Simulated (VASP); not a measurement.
## TiN (l.f): single point with LDA

The system is TiN (l.f).

```
Ti N
1.0
     0.00000    2.08589    2.08589
     2.08589    0.00000    2.08589
     2.08589    2.08589    0.00000
Ti N
1 1
Direct
  0.00000 0.00000 0.00000
  0.50000 0.50000 0.50000
```

```yaml
Program: VASP 6.6.1
Task: single point
Functional: LDA
Potentials_or_basis: VASP PAW LDA potentials, release 64 (Ti_sv, N)
Cutoff: 600 eV
k_mesh: 18 × 18 × 18
Occupations: gaussian, width 0.1 eV
Spin: no spin polarisation
Dipole_correction: no
Further_INCAR_settings: ALGO = Normal; EDIFF = 1e-06; NBANDS = 16
```

The pressure is 1.0 GPa.

Levels at points of the mesh, in eV from the Fermi level:
```tsv
k point	band 5	band 6	band 7	band 8	band 9	band 10	band 11	band 12	band 13	band 14
(0.00, 0.00, 0.00)	-17.13	-2.05	-2.05	-2.05	-0.68	-0.68	-0.68	0.61	0.61	6.15
(0.50, 0.00, 0.00)	-14.37	-8.36	-5.73	-5.73	1.83	1.83	2.57	6.16	6.16	6.37
(0.50, 0.50, 0.00)	-15.69	-5.87	-3.32	-3.24	-3.24	1.77	2.60	2.60	4.07	11.29
```

Run time: 26 s on 1 thread of Intel(R) Xeon(R) Platinum 8559C (Emerald Rapids) (shared host), peak memory 0.18 GiB.
